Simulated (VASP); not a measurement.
Here is a VASP 6.6.1 calculation.

INCAR

```
SYSTEM = Ta
ALGO = Normal ; EDIFF = 1E-6
ENCUT = 520 ; GGA = PS
ISIF = 2 ; ISMEAR = 0
LASPH = .TRUE. ; LCHARG = .TRUE.
LELF = .TRUE. ; LREAL = .FALSE.
LVHAR = .TRUE. ; LWAVE = .FALSE.
NBANDS = 30 ; NELM = 100
PREC = Accurate ; SIGMA = 0.1
```

File KPOINTS:

```
k-points
0
G
  6 6 4
  0 0 0
```

POSCAR

```
Ta
1.0
    1.6638321332     -5.2780173410      0.0000000000
    1.6638321332      5.2780173410      0.0000000000
    0.0000000000      0.0000000000      4.4033744674
Ta
4
Direct
    0.0980000000      0.9020000000      0.9100000000
    0.5980000000      0.4020000000      0.5900000000
    0.9020000000      0.0980000000      0.0900000000
    0.4020000000      0.5980000000      0.4100000000
```

Potentials or basis: VASP PAW PBE potentials, release 64 (Ta_pv).

Command:

```console
$ cat potpaw_PBE.64/Ta_pv/POTCAR > POTCAR
$ mpirun -np 1 vasp_std > vasp.out
```

(1) Predict the pressure.

(2) What does it give for the largest force?

(3) What does it give for the band gap on the k mesh?

Results:

(1) 58.0 GPa.

(2) 12.143 eV/Å.

(3) zero (band 22 reaches 5.40 eV, above the bottom of band 23 at 4.14 eV).

Caveat: the PAW data sets were made with another functional, which shifts forces and pressure a little; spin-orbit coupling is left out, which moves the levels of the heavy elements.
